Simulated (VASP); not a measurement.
Input of a VASP 6.6.1 run:

File INCAR:

```
SYSTEM = BiTe
  PREC = Accurate
  ENCUT = 520
  EDIFF = 1E-7
  ISMEAR = 0
  SIGMA = 0.1
  LREAL = .False.
  LASPH = .True.
  NELM = 100
  ALGO = Normal
  ISIF = 2
  LWAVE = .False.
  LCHARG = .False.
  GGA = PS
  NBANDS = 18
```

Contents of KPOINTS:

```
regular mesh
0
Gamma
  10 10 10
  0 0 0
```

Contents of POSCAR:

```
BiTe
1.0
    0.0386906000      3.3512982500      3.4771074000
    3.3489043500      0.1093430000      3.4064550000
    3.4049992500      3.3367407500      0.0532481000
Bi Te
1 1
Direct
    0.0246136012     -0.0268145286     -0.0191823802
    0.4753863988      0.5268145286      0.5191823802
```

Potentials or basis: VASP PAW PBE potentials, release 64 (Bi_d, Te).

Command:

```sh
$ cat potpaw_PBE.64/Bi_d/POTCAR potpaw_PBE.64/Te/POTCAR > POTCAR
$ mpirun -np 1 vasp_std > vasp.out
```

Problem. Predict the largest force.

Solution. 0.312 eV/Å.

Problem. What does it give for the pressure?

Solution. -4.3 GPa.

Forces in eV/Å, atoms in the order of the input:
```
Bi   0.311  0.022 -0.004
Te  -0.311 -0.022  0.004
```

Caveat: the cell differs from its parent crystal (atoms moved at random and the cell strained at random); the PAW data sets were made with another functional, which shifts forces and pressure a little.
